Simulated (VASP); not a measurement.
A run of VASP 6.6.1:

The input INCAR:

```
PREC     = Accurate       # precision mode
ENCUT    = 520            # plane-wave cutoff, eV
EDIFF    = 1E-6           # SCF threshold, eV
ISMEAR   = 0              # smearing method
SIGMA    = 0.05           # smearing width, eV
LREAL    = F              # projectors in reciprocal space
LASPH    = T              # aspherical terms in the spheres
NELM     = 60             # most SCF steps
ALGO     = Normal         # electronic algorithm
ISIF     = 2              # what is computed and relaxed
LWAVE    = F              # write WAVECAR
LCHARG   = T              # write CHGCAR
GGA      = PE             # functional
LELF     = T              # ELF
LVHAR    = T            
NBANDS   = 43             # bands
```

The input KPOINTS:

```
regular mesh
0
Gamma
  7 7 3
```

Contents of POSCAR:

```
HfO2
1.0
    2.5488057606     -2.5488057606      0.0000000000
    2.5488057606      0.0000000000     -2.5488057606
    5.6749617904      5.6749617904      5.6749617904
Hf O
3 6
Direct
    0.0000000000      0.0000000000      0.7485679584
    0.3333333333      0.3333333333      0.4491467634
    0.6666666667      0.6666666667      0.1497255685
    0.6666666667      0.6666666667      0.3742914647
    1.0000000000      0.0000000000      0.0748702698
    0.3333333333      0.3333333333      0.6737126596
    0.6666666667      0.6666666667      0.8234232571
    1.0000000000      1.0000000000      0.5240020622
    0.3333333333      0.3333333333      0.2245808672
```

Potentials or basis: VASP PAW PBE potentials, release 64 (Hf_pv, O).

The run is started by

```bash
$ cat potpaw_PBE.64/Hf_pv/POTCAR potpaw_PBE.64/O/POTCAR > POTCAR
$ mpirun -np 1 vasp_std > vasp.out
```

Hardware: 1 thread of Intel(R) Xeon(R) 6975P-C (Granite Rapids), with other jobs on the host.

Task: How long does it take, and how much memory?

Result: It took 78 s on 1 thread of Intel(R) Xeon(R) 6975P-C (Granite Rapids), with other jobs on the host, peak memory 0.27 GiB. Counts: scf iterations 17, k points 20.
